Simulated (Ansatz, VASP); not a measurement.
## One calculation of KTlO2F2, two programs

```
F O K Tl
1.0
     1.32272   -4.04087    0.00000
     0.00000    2.23692   -3.61586
     5.51105    4.04087    0.00000
F O K Tl
2 2 1 1
Direct
  0.35600 0.64400 0.06800
  0.64400 0.35600 0.93200
  0.10200 0.89800 0.30600
  0.89800 0.10200 0.69400
  0.50000 0.50000 0.50000
  0.00000 0.00000 0.00000
```

Alike in both runs: task single point; functional PBEsol; k mesh 5 × 5 × 5; no spin polarisation.

|  | VASP | Ansatz |
| --- | --- | --- |
| version | VASP 6.6.1 | Ansatz 0.2.0 |
| potentials or method | VASP PAW PBE potentials, release 64 (F, O, K_sv, Tl_d), cutoff 520 eV | PAW plane waves |
| occupations | methfessel-paxton of order 1, width 0.01 eV | cold, width 0.01 eV |
| valence electrons in the cell | 48 | 48 |

|  | VASP | Ansatz | Ansatz less VASP |
| --- | --- | --- | --- |
| gap on the k mesh at the Fermi level (eV) | none | none | - |
| pressure (GPa) | 0.6 | 0.6 | -0.04 |
| traceless stress, the component that is largest in VASP (GPa) | 2.26 | 2.15 | -0.110 |
| rms of the force components (eV/Å) | 0.262 | 0.252 | -0.0103 |

VASP's potentials were made for PBE, not for PBEsol. Atom by atom the forces differ by 0.010 eV/Å (rms over components). A gap of «none» marks a metal or a gap that the smearing closes. Ansatz's warnings: structure snapped to symmetry.

Neither program's run includes spin-orbit coupling.
